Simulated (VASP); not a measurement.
Write the native input for VASP 6.6.1 that does the following.

- Task: single point
- Functional: LDA
- Potentials or basis: VASP PAW LDA potentials, release 64 (S, Mg)
- Cutoff: 520 eV
- k mesh: 8 × 8 × 4
- Occupations: fermi-dirac, width 0.05 eV
- Spin: no spin polarisation
- Dipole correction: no
- Further INCAR settings: ALGO = Normal; EDIFF = 1e-06; NBANDS = 16

The structure of MgS lies in POSCAR:

```
MgS
1.0
    3.9800937980      0.0000000000      0.0000000000
   -1.9900468990      3.4468623386      0.0000000000
    0.0000000000      0.0000000000      6.3453606289
S Mg
2 2
Direct
    0.6666666667      0.3333333333      0.8792441500
    0.3333333333      0.6666666667      0.3792441500
    0.3333333333      0.6666666667      0.9957548500
    0.6666666667      0.3333333333      0.4957548500
```

One way to write it, as run:

INCAR

```
PREC     = Accurate       # precision mode
ENCUT    = 520            # plane-wave cutoff, eV
EDIFF    = 1E-6           # SCF threshold, eV
ISMEAR   = -1             # smearing method
SIGMA    = 0.05           # smearing width, eV
LREAL    = F              # projectors in reciprocal space
LASPH    = T              # aspherical terms in the spheres
NELM     = 60             # most SCF steps
ALGO     = Normal         # electronic algorithm
ISIF     = 2              # what is computed and relaxed
LWAVE    = F              # write WAVECAR
LCHARG   = T              # write CHGCAR
LELF     = T              # ELF
LVHAR    = T            
NBANDS   = 16             # bands
```

KPOINTS

```
Automatic mesh
0
Gamma
  8 8 4
```

Potentials or basis: VASP PAW LDA potentials, release 64 (S, Mg).

Run with:

```sh
$ cat potpaw_LDA.64/S/POTCAR potpaw_LDA.64/Mg/POTCAR > POTCAR
$ mpirun -np 1 vasp_std > vasp.out
```

It gave:

| Quantity | Value |
| --- | --- |
| Pressure | 0.0 GPa |
| Largest force | 0.050 eV/Å |
| Band gap on the k mesh | 3.36 eV |

Run time: 24 s on 1 thread of Intel(R) Xeon(R) Platinum 8375C CPU @ 2.90GHz (Ice Lake) (shared host), peak memory 0.18 GiB.
